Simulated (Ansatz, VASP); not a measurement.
# Zr: VASP beside Ansatz

```
CELL_PARAMETERS angstrom
3.22272 0.00000 0.00000
-1.61136 2.79095 0.00000
0.00000 0.00000 23.40223
ATOMIC_POSITIONS crystal
Zr 0.00000 0.00000 0.00000
Zr 0.33333 0.66667 0.11051
Zr 0.00000 0.00000 0.22282
Zr 0.33333 0.66667 0.33333
Zr 0.66667 0.33333 0.44384
Zr 0.33333 0.66667 0.55616
Zr 0.66667 0.33333 0.66667
Zr 0.00000 0.00000 0.77718
Zr 0.66667 0.33333 0.88949
```

Alike in both runs: functional PBE; k mesh 18 × 18 × 2; occupations gaussian, width 0.1 eV; no spin polarisation.

Ansatz relaxed the structure, and its values are those at the end. VASP's run is a single point on that final structure, the one shown.

|  | VASP | Ansatz |
| --- | --- | --- |
| version | VASP 6.6.1 | Ansatz 0.2.0 |
| potentials or method | VASP PAW PBE potentials, release 64 (Zr_sv), cutoff 520 eV | scalar-relativistic, plane waves, PAW |
| valence electrons in the cell | 108 | 108 |

```tsv
	VASP	Ansatz	Ansatz less VASP
gap on the k mesh at the Fermi level (eV)	none	none	-
pressure (GPa)	0.0	0.0	-0.01
```

A gap of «none» marks a metal or a gap that the smearing closes.
